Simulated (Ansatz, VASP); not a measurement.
**Two plane-wave programs on CsSnI3**

```xyz
5
Lattice="6.0195 0.0000 0.0000 0.0000 6.0195 0.0000 0.0000 0.0000 6.1126" Properties=species:S:1:pos:R:3 pbc="T T T"
Cs    0.0000    0.0000    0.0000
Sn    3.0098    3.0098    3.0563
I     0.0000    3.0098    3.0563
I     3.0098    0.0000    3.0563
I     3.0098    3.0098    0.0000
```

Change from the starting cell: strain -0.030 along x and y, -0.015 along z, atoms carried along.

Alike in both runs: task single point; functional PBE; k mesh 6 × 6 × 6; occupations gaussian, width 0.03 eV; no spin polarisation.

|  | VASP | Ansatz |
| --- | --- | --- |
| version | VASP 6.6.1 | Ansatz 0.2.0 |
| potentials or method | VASP PAW PBE potentials, release 64 (Cs_sv, Sn_d, I), cutoff 520 eV | scalar-relativistic, plane waves, PAW |
| valence electrons in the cell | 44 | 74 |

```tsv
	VASP	Ansatz	Ansatz less VASP
gap on the k mesh at the Fermi level (eV)	0.12	0.12	0.000
least direct gap on the mesh (eV)	0.12	0.12	0.000
pressure (GPa)	2.3	2.3	0.00
traceless stress, the component that is largest in VASP (GPa)	-0.47	-0.47	+0.001
```

VASP's potentials hold 44 valence electrons a cell and Ansatz's 74, so a difference there can come from the potentials and not from the codes.

Neither program's run includes spin-orbit coupling.
